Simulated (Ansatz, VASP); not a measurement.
# Two plane-wave programs on ZnO

```xyz
4
Lattice="2.9773 0.0000 0.0000 -1.4886 2.5784 0.0000 0.0000 0.0000 6.1984" Properties=species:S:1:pos:R:3 pbc="T T T"
Zn    0.0000    1.7189    0.0000
Zn    1.4886    0.8595    3.0992
O     0.0000    1.7189    2.3684
O     1.4886    0.8595    5.4676
```

Alike in both runs: task single point; functional PBE; k mesh 12 × 12 × 6; occupations gaussian, width 0.05 eV; no spin polarisation.

```csv
,VASP,Ansatz
version,VASP 6.6.1,Ansatz 0.2.0
potentials or method,"VASP PAW PBE potentials, release 64 (Zn, O), cutoff 520 eV","scalar-relativistic, plane waves, PAW"
valence electrons in the cell,36,36
```

```tsv
	VASP	Ansatz	Ansatz less VASP
gap on the k mesh at the Fermi level (eV)	none	none	-
pressure (GPa)	18.6	17.1	-1.43
traceless stress, the component that is largest in VASP (GPa)	-30.94	-29.83	+1.111
rms of the force components (eV/Å)	0.699	0.629	-0.0694
```

Atom by atom the forces differ by 0.069 eV/Å (rms over components). A gap of «none» marks a metal or a gap that the smearing closes.
